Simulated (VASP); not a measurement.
## Te2Mo: single point with PBE

Slab: Te2Mo, a slab with vacuum.

```
CELL_PARAMETERS angstrom
3.56023 0.00000 0.00000
-1.78012 3.08325 0.00000
0.00000 0.00000 17.52406
ATOMIC_POSITIONS crystal
Te 0.33333 0.66667 0.89786
Te 0.33333 0.66667 0.10214
Mo 0.00000 0.00000 0.00000
```

```yaml
Program: VASP 6.6.1
Task: single point
Functional: PBE
Potentials_or_basis: VASP PAW PBE potentials, release 64 (Te, Mo_sv)
Cutoff: 500 eV
k_mesh: 7 × 1 × 3
Occupations: gaussian, width 0.01 eV
Spin: no spin polarisation
Dipole_correction: no
Further_INCAR_settings: ALGO = Normal; EDIFF = 1e-06; NBANDS = 20; ISYM = 0
```

| Property | Result |
| --- | --- |
| Largest force | 0.705 eV/Å |
| Band gap on the k mesh | 1.72 eV, indirect (least direct gap 2.11 eV) |

Forces in eV/Å, atoms in the order of the input:
```
Te   0.131  0.076  0.688
Te   0.131  0.076 -0.688
Mo  -0.263 -0.152  0.000
```

Levels at points of the mesh, in eV from the valence-band top:
```csv
k point,band 11,band 12,band 13,band 14,band 15,band 16
"(0.00, 0.00, 0.00)",-0.67,-0.43,0.00,3.03,3.05,3.28
```

It took 38 s on 1 thread of AMD EPYC 9R45 96-Core Processor (Zen 5), on a shared host, peak memory 0.27 GiB.

Caveat: the k points lie up to 2.04 Å⁻¹ apart; spin-orbit coupling is left out, which moves the levels of the heavy elements.
